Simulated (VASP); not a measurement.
# P (P6_3/mmc) in VASP: notebook

The runs below take P through single point, with RPBE.

Everything below comes from runs of VASP 6.6.1. Logs are shortened: lines on timing, memory, paths and dates and some standing lists are left out, and cuts for length are marked.

**1. The cell of the first run**

It takes space group P6_3/mmc (No. 194, hexagonal). The conventional cell has a = 2.640 Å, b = 2.640 Å, c = 9.917 Å, α = 90.00°, β = 90.00°, γ = 120.00°. P (site symmetry -3m) has 12 P at 2.64 to 2.91 Å within 3.5 Å. P (site symmetry -6m2) has 12 P at 2.64 to 2.91 Å within 3.5 Å.

This isn't the form of P at room conditions, which is orthorhombic.

**2. Single point, RPBE**

Contents of INCAR:

```
SYSTEM = P
PREC = Accurate
ENCUT = 520
EDIFF = 1E-6
ISMEAR = -1
SIGMA = 0.1
LREAL = .FALSE.
LASPH = .TRUE.
NELM = 100
ALGO = Normal
ISIF = 2
LWAVE = .FALSE.
LCHARG = .FALSE.
GGA = RP
NBANDS = 18
```

Contents of KPOINTS:

```
Automatic mesh
0
G
  13 13 4
  0 0 0
```

Contents of POSCAR:

```
P
1.0
    2.6396906366      0.0000000000      0.0000000000
   -1.3198453183      2.2860391494      0.0000000000
    0.0000000000      0.0000000000      9.9169912687
P
4
Direct
    1.0000000000      1.0000000000      0.0000000000
    1.0000000000      1.0000000000      0.5000000000
    0.3333333333      0.6666666667      0.2500000000
    0.6666666667      0.3333333333      0.7500000000
```

Potentials or basis: VASP PAW PBE potentials, release 64 (P).

On the command line:

```console
> cat potpaw_PBE.64/P/POTCAR > POTCAR
> mpirun -np 1 vasp_std > vasp.out
```

OUTCAR:

```text
SYSTEM = P
   PREC = Accurate
   ENCUT = 520
   EDIFF = 1E-6
   ISMEAR = -1
   LREAL = .FALSE.
   LASPH = .TRUE.
   NELM = 100
   ISIF = 2
   GGA = RP

 ion  position               nearest neighbor table
   1  0.000  0.000  0.000-   3 2.91   4 2.91   3 2.91   4 2.91   4 2.91   3 2.91
   2  0.000  0.000  0.500-   3 2.91   4 2.91   3 2.91   4 2.91   4 2.91   3 2.91
   3  0.333  0.667  0.250-   1 2.91   2 2.91   1 2.91   2 2.91   1 2.91   2 2.91
   4  0.667  0.333  0.750-   1 2.91   2 2.91   1 2.91   2 2.91   1 2.91   2 2.91

  LATTYP: Found a hexagonal cell.
 ALAT       =     2.6396906366
 C/A-ratio  =     3.7568763291

  Lattice vectors:

 A1 = (   2.6396906366,   0.0000000000,   0.0000000000)
 A2 = (  -1.3198453183,   2.2860391494,   0.0000000000)
 A3 = (   0.0000000000,   0.0000000000,   9.9169912687)

Analysis of symmetry for initial positions (statically):
=====================================================================
 Subroutine PRICEL returns:
 Original cell was already a primitive cell.

 Routine SETGRP: Setting up the symmetry group for a
 hexagonal supercell.

 Subroutine GETGRP returns: Found 24 space group operations
 (whereof 12 operations were pure point group operations)
 out of a pool of 24 trial point group operations.

The static configuration has the point symmetry D_3d.
 The point group associated with its full space group is D_6h.

Analysis of symmetry for dynamics (positions and initial velocities):
=====================================================================
 Subroutine PRICEL returns:
 Original cell was already a primitive cell.

 Routine SETGRP: Setting up the symmetry group for a
 hexagonal supercell.

 Subroutine GETGRP returns: Found 24 space group operations
 (whereof 12 operations were pure point group operations)
 out of a pool of 24 trial point group operations.

The dynamic configuration has the point symmetry D_3d.
 The point group associated with its full space group is D_6h.

 Subroutine INISYM returns: Found 24 space group operations
 (whereof 12 operations are pure point group operations),
 and found     1 'primitive' translations

----------------------------------------------------------------------------------------

                                     Primitive cell

  volume of cell :      59.8435

  direct lattice vectors                    reciprocal lattice vectors
     2.639690637  0.000000000  0.000000000     0.378832272  0.218718914  0.000000000
[... 92 lines left out ...]
   EDIFFG = 0.1E-04   stopping-criterion for IOM
   NSW    =      0    number of steps for IOM
   IBRION =     -1    ionic relax: 0-MD 1-quasi-New 2-CG
   NFREE  =      0    steps in history (QN), initial steepest desc. (CG)
   ISIF   =      2    stress and relaxation
   ISYM   =      2    0-nonsym 1-usesym 2-fastsym
   POTIM  = 0.5000    time-step for ionic-motion
   TEBEG  =    0.0;   TEEND  =   0.0 temperature during run
   PSTRESS=    0.0 pullay stress
   NELECT =      20.0000    total number of electrons
   NUPDOWN=      -1.0000    fix difference up-down
   EMIN   =  10.00;   EMAX   =-10.00  energy-range for DOS
   EFERMI =   0.00;   METHOD = LEGACY
   ISMEAR =    -1;   SIGMA  =   0.10  broadening in eV -4-tet -1-fermi 0-gaus
   EFERMI_NEDOS =   21; number of points for ismear=-14 and -15
   IALGO  =     38    algorithm
   IMIX   =      4    mixing-type and parameters
     AMIX     =   0.40;   BMIX     =  1.00
     AMIX_MAG =   1.60;   BMIX_MAG =  1.00
  volume/ion in A,a.u.               =      14.96       100.96
  Fermi-wavevector in a.u.,A,eV,Ry     =   1.136090  2.146898 17.561037  1.290700
  Thomas-Fermi vector in A             =   2.272795
   LORBIT       =      0    0 simple, 1 ext, 2 COOP (PROOUT), +10 PAW based schemes
   GGA     = RP    functional components
   LHFCALC =     F    Hartree Fock is set to
   AEXX    =    0.0000 exact exchange contribution
   IVDW    =     0    specifies the selected vdW correction
   LEPSILON=     F    determine dielectric tensor
   LRPA    =     F    only Hartree local field effects (RPA)
 non-spin polarized calculation
  energy-cutoff  :      520.00
  volume of cell :       59.84
 maximum number of plane-waves:      1639
 NGX is ok and might be reduce to    20
   NGX =  9   NGY =  9   NGZ = 37

 number of electron      20.0000001 magnetization

 Free energy of the ion-electron system (eV)
  ---------------------------------------------------
  ext. energy  EPLUGINS =         0.00000000
  ---------------------------------------------------
  free energy    TOTEN  =       -16.74775077 eV

  energy without entropy =      -16.69084882  energy(sigma->0) =      -16.71929979

 E-fermi :   9.3621     XC(G=0): -11.3213

 val. band max:        9.3260331598   @ k =   0.1538   0.1538   0.0000
 cond. band min:       9.3701864002   @ k =   0.2308   0.2308   0.2500
 fundamental gap:      0.0441532404
 Fermi energy:         9.3620878173

 k-point     1 :       0.0000    0.0000    0.0000
  band No.  band energies     occupation
      1      -6.6755      2.00000
      2      -5.3735      2.00000
      3      -5.3244      2.00000
      4      -2.7494      2.00000
      5       1.3845      2.00000
      6       6.5359      2.00000
[... 481 lines left out ...]
      5       2.5082      2.00000
      6       5.3154      2.00000
[... 10 lines left out ...]
     17      18.6540      0.00000
     18      18.8241      0.00000

 [... further k-points ...]

------------------------ aborting loop because EDIFF is reached ----------------------------------------

  FORCE on cell =-STRESS in cart. coord.  units (eV):
  Direction    XX          YY          ZZ          XY          YZ          ZX
  --------------------------------------------------------------------------------------
  -------------------------------------------------------------------------------------
  Total       -0.2167968     -0.2167968     -0.1319555      0.0000000      0.0000000     -0.0000000
  in kB       -5.8042606     -5.8042606     -3.5328190      0.0000000      0.0000000     -0.0000000
  external PRESSURE =      -5.0471134 kB  Pullay stress =       0.0000000 kB

 VOLUME and BASIS-vectors are now :
 -----------------------------------------------------------------------------
  energy-cutoff  :      520.00
  volume of cell :       59.84
      direct lattice vectors                 reciprocal lattice vectors
     2.639690637  0.000000000  0.000000000     0.378832272  0.218718914  0.000000000
    -1.319845318  2.286039149  0.000000000     0.000000000  0.437437828  0.000000000
     0.000000000  0.000000000  9.916991269     0.000000000  0.000000000  0.100837035

 POSITION                                       TOTAL-FORCE (eV/Angst)
 -----------------------------------------------------------------------------------
      0.00000      0.00000      0.00000         0.000000      0.000000     -0.000000
      0.00000      0.00000      4.95850         0.000000      0.000000     -0.000000
     -0.00000      1.52403      2.47925        -0.000000      0.000000     -0.000000
      1.31985      0.76201      7.43774         0.000000     -0.000000      0.000000
 -----------------------------------------------------------------------------------
    total drift:                                0.000000      0.000000      0.000000

  FREE ENERGIE OF THE ION-ELECTRON SYSTEM (eV)
  ---------------------------------------------------
  free  energy   TOTEN  =       -16.7477507678 eV

  energy  without entropy=      -16.6908488166  energy(sigma->0) =      -16.71929979
```

It took 57 s on 1 thread of Intel Xeon 8259CL, shared host; peak memory 0.2 GiB.

Results:

- Free energy: -16.7478 eV
- Pressure: -0.5 GPa
- Band gap on the k mesh: zero (bands 10 and 11 overlap by 9.98 eV)

Caveat: the PAW data sets were made with another functional, which shifts forces and pressure a little.

**3. Single point, RPBE (13.17 Å³/atom)**

This run uses another cell than the first one, of 13.17 Å³/atom.

Contents of INCAR:

```
PREC = Accurate
ENCUT = 520
EDIFF = 1E-6
ISMEAR = -1
SIGMA = 0.1
LREAL = False
LASPH = True
NELM = 100
ALGO = Normal
ISIF = 2
LWAVE = False
LCHARG = False
GGA = RP
NBANDS = 18
```

Contents of KPOINTS:

```
Automatic mesh
0
Gamma
  15 15 4
```

Contents of POSCAR:

```
P
1.0
    2.5295732266      0.0000000000      0.0000000000
   -1.2647866133      2.1906746749      0.0000000000
    0.0000000000      0.0000000000      9.5032937774
P
4
Direct
    1.0000000000      1.0000000000      0.0000000000
    1.0000000000      1.0000000000      0.5000000000
    0.3333333333      0.6666666667      0.2500000000
    0.6666666667      0.3333333333      0.7500000000
```

Potentials or basis: VASP PAW PBE potentials, release 64 (P).

On the command line:

```console
> cat potpaw_PBE.64/P/POTCAR > POTCAR
> mpirun -np 1 vasp_std > vasp.out
```

Wall time 73 s (1 thread of Intel Xeon 8259CL, shared host); peak memory 0.2 GiB.

The run converged. Its results:

| Quantity | Value |
| --- | --- |
| Free energy | -16.4628 eV |
| Pressure | 13.0 GPa |
| Band gap on the k mesh | zero (bands 10 and 11 overlap by 12.27 eV) |

Stress tensor (GPa, compression positive):
```
14.43  0.00  0.00
 0.00 14.43  0.00
 0.00  0.00 10.26
```

Levels at points of the mesh, in eV from the Fermi level:
```csv
k point,band 7,band 8,band 9,band 10,band 11,band 12,band 13,band 14
"(0.00, 0.00, 0.00)",-3.23,4.69,7.71,7.71,8.27,8.27,8.34,8.42
"(0.00, 0.00, 0.50)",1.22,1.22,7.89,7.89,7.89,7.89,8.87,8.87
```

Caveat: the cell stands under pressure; the PAW data sets were made with another functional, which shifts forces and pressure a little.

**4. Single point, RPBE (13.76 Å³/atom)**

This run uses another cell than the first one, of 13.76 Å³/atom.

Contents of INCAR:

```
SYSTEM = P
PREC     = Accurate       ! precision mode
ENCUT    = 520            ! plane-wave cutoff, eV
EDIFF    = 1E-7           ! SCF threshold, eV
ISMEAR   = -1             ! smearing method
SIGMA    = 0.1            ! smearing width, eV
LREAL    = .False.        ! projectors in reciprocal space
LASPH    = .True.         ! aspherical terms in the spheres
NELM     = 60             ! most SCF steps
ALGO     = Normal         ! electronic algorithm
ISIF     = 2              ! what is computed and relaxed
LWAVE    = .False.        ! write WAVECAR
LCHARG   = .False.        ! write CHGCAR
GGA      = RP             ! functional
NBANDS   = 18             ! bands
```

Contents of KPOINTS:

```
regular mesh
0
Gamma
  15 15 4
  0 0 0
```

Contents of POSCAR:

```
P
1.0
    2.5673336178      0.0000000000      0.0000000000
   -1.2836668089      2.2233761330      0.0000000000
    0.0000000000      0.0000000000      9.6451548977
P
4
Direct
    1.0000000000      1.0000000000      0.0000000000
    1.0000000000      1.0000000000      0.5000000000
    0.3333333333      0.6666666667      0.2500000000
    0.6666666667      0.3333333333      0.7500000000
```

Potentials or basis: VASP PAW PBE potentials, release 64 (P).

On the command line:

```console
> cat potpaw_PBE.64/P/POTCAR > POTCAR
> mpirun -np 1 vasp_std > vasp.out
```

OUTCAR:

```text
SYSTEM = P
   PREC = Accurate
   ENCUT = 520
   EDIFF = 1E-7
   ISMEAR = -1
   LREAL = .False.
   LASPH = .True.
   NELM = 60
   ISIF = 2
   GGA = RP

 ion  position               nearest neighbor table
   1  0.000  0.000  0.000-   3 2.83   4 2.83   3 2.83   4 2.83   4 2.83   3 2.83
   2  0.000  0.000  0.500-   3 2.83   4 2.83   3 2.83   4 2.83   4 2.83   3 2.83
   3  0.333  0.667  0.250-   1 2.83   2 2.83   1 2.83   2 2.83   1 2.83   2 2.83
   4  0.667  0.333  0.750-   1 2.83   2 2.83   1 2.83   2 2.83   1 2.83   2 2.83

  LATTYP: Found a hexagonal cell.
 ALAT       =     2.5673336178
 C/A-ratio  =     3.7568763291

  Lattice vectors:

 A1 = (   2.5673336178,   0.0000000000,   0.0000000000)
 A2 = (  -1.2836668089,   2.2233761330,   0.0000000000)
 A3 = (   0.0000000000,   0.0000000000,   9.6451548977)

Analysis of symmetry for initial positions (statically):
=====================================================================
 Subroutine PRICEL returns:
 Original cell was already a primitive cell.

 Routine SETGRP: Setting up the symmetry group for a
 hexagonal supercell.

 Subroutine GETGRP returns: Found 24 space group operations
 (whereof 12 operations were pure point group operations)
 out of a pool of 24 trial point group operations.

The static configuration has the point symmetry D_3d.
 The point group associated with its full space group is D_6h.

Analysis of symmetry for dynamics (positions and initial velocities):
=====================================================================
 Subroutine PRICEL returns:
 Original cell was already a primitive cell.

 Routine SETGRP: Setting up the symmetry group for a
 hexagonal supercell.

 Subroutine GETGRP returns: Found 24 space group operations
 (whereof 12 operations were pure point group operations)
 out of a pool of 24 trial point group operations.

The dynamic configuration has the point symmetry D_3d.
 The point group associated with its full space group is D_6h.

 Subroutine INISYM returns: Found 24 space group operations
[... 121 lines left out ...]
     AMIX_MAG =   1.60;   BMIX_MAG =  1.00
  volume/ion in A,a.u.               =      13.76        92.88
  Fermi-wavevector in a.u.,A,eV,Ry     =   1.168109  2.207406 18.564857  1.364478
  Thomas-Fermi vector in A             =   2.304600
   LORBIT       =      0    0 simple, 1 ext, 2 COOP (PROOUT), +10 PAW based schemes
   GGA     = RP    functional components
   LHFCALC =     F    Hartree Fock is set to
   AEXX    =    0.0000 exact exchange contribution
   IVDW    =     0    specifies the selected vdW correction
   LEPSILON=     F    determine dielectric tensor
   LRPA    =     F    only Hartree local field effects (RPA)
 non-spin polarized calculation
  energy-cutoff  :      520.00
  volume of cell :       55.06
 maximum number of plane-waves:      1506
 NGX is ok and might be reduce to    20
   NGX =  9   NGY =  9   NGZ = 35

 number of electron      19.9999996 magnetization

 Free energy of the ion-electron system (eV)
  ---------------------------------------------------
  ext. energy  EPLUGINS =         0.00000000
  ---------------------------------------------------
  free energy    TOTEN  =       -16.61546618 eV

  energy without entropy =      -16.54757689  energy(sigma->0) =      -16.58152154

 E-fermi :  10.6148     XC(G=0): -11.6965

 val. band max:       10.6126583558   @ k =   0.3333   0.1333   0.0000
 cond. band min:      10.6223083769   @ k =   0.4000   0.1333   0.0000
 fundamental gap:      0.0096500211
 Fermi energy:        10.6147959794

 k-point     1 :       0.0000    0.0000    0.0000
  band No.  band energies     occupation
      1      -6.3477      2.00000
      2      -4.9258      2.00000
      3      -4.9063      2.00000
      4      -1.9897      2.00000
      5       1.8559      2.00000
      6       7.5084      2.00000
[... 481 lines left out ...]
      5       3.3500      2.00000
      6       3.6020      2.00000
[... 10 lines left out ...]
     17      16.4957      0.00000
     18      17.4416      0.00000

 [... further k-points ...]

------------------------ aborting loop because EDIFF is reached ----------------------------------------

  FORCE on cell =-STRESS in cart. coord.  units (eV):
  Direction    XX          YY          ZZ          XY          YZ          ZX
  --------------------------------------------------------------------------------------
  -------------------------------------------------------------------------------------
  Total        2.8507770      2.8507770      2.0289477      0.0000000     -0.0000000      0.0000000
  in kB       82.9601196     82.9601196     59.0441632      0.0000000     -0.0000000      0.0000000
  external PRESSURE =      74.9881341 kB  Pullay stress =       0.0000000 kB

 VOLUME and BASIS-vectors are now :
 -----------------------------------------------------------------------------
  energy-cutoff  :      520.00
  volume of cell :       55.06
      direct lattice vectors                 reciprocal lattice vectors
     2.567333618  0.000000000  0.000000000     0.389509175  0.224883227  0.000000000
    -1.283666809  2.223376133  0.000000000     0.000000000  0.449766454  0.000000000
     0.000000000  0.000000000  9.645154898     0.000000000  0.000000000  0.103678998

 POSITION                                       TOTAL-FORCE (eV/Angst)
 -----------------------------------------------------------------------------------
      0.00000      0.00000      0.00000         0.000000      0.000000      0.000000
      0.00000      0.00000      4.82258         0.000000      0.000000      0.000000
     -0.00000      1.48225      2.41129        -0.000000      0.000000     -0.000000
      1.28367      0.74113      7.23387         0.000000      0.000000     -0.000000
 -----------------------------------------------------------------------------------
    total drift:                                0.000000     -0.000000     -0.000000

  FREE ENERGIE OF THE ION-ELECTRON SYSTEM (eV)
  ---------------------------------------------------
  free  energy   TOTEN  =       -16.6154661760 eV

  energy  without entropy=      -16.5475768950  energy(sigma->0) =      -16.58152154
```

stdout:

```text
POSCAR found type information on POSCAR P
 POSCAR found :  1 types and       4 ions
 scaLAPACK will be used
 -----------------------------------------------------------------------------
|                                                                             |
|                                                                             |
|     You enforced a specific xc type in the INCAR file but a different       |
|     I HOPE YOU KNOW WHAT YOU ARE DOING!                                     |
|                                                                             |
 -----------------------------------------------------------------------------

 LDA part: xc-table for (Slater+PW92), standard interpolation
 POSCAR, INCAR and KPOINTS ok, starting setup
 FFT: planning ... GRIDC
 FFT: planning ... GRID_SOFT
 FFT: planning ... GRID
 WAVECAR not read
 entering main loop
```

Wall time 71 s (1 thread of Intel Xeon 8259CL, shared host); peak memory 0.2 GiB.

What came out:

```
Free energy            : -16.6155 eV
Pressure               : 7.5 GPa
Band gap on the k mesh : zero (bands 10 and 11 overlap by 11.69 eV)
```

Stress tensor (GPa, compression positive):
```
8.30 0.00 0.00
0.00 8.30 0.00
0.00 0.00 5.90
```

Caveat: the cell stands under pressure; the PAW data sets were made with another functional, which shifts forces and pressure a little.

**5. Summary**

| cell | k mesh | gap on the mesh (eV) | pressure (GPa) |
| --- | --- | --- | --- |
| a = 2.640, b = 2.640, c = 9.917 Å, angles 90.0, 90.0, 120.0°, 4 atoms | 13 × 13 × 4 | none | -0.5 |
| a = 2.530, b = 2.530, c = 9.503 Å, angles 90.0, 90.0, 120.0°, 4 atoms | 15 × 15 × 4 | none | 13.0 |
| a = 2.567, b = 2.567, c = 9.645 Å, angles 90.0, 90.0, 120.0°, 4 atoms | 15 × 15 × 4 | none | 7.5 |

Alike in all rows: task single point; level RPBE; potentials or basis VASP PAW PBE potentials, release 64 (P); no spin polarisation; cutoff (eV) 520; smearing fermi-dirac 0.1 eV.

Caveats: the PAW data sets were made with another functional, which shifts forces and pressure a little; the cell stands under pressure (at least some runs).

Absolute energies hang on the potentials; compare differences alone.
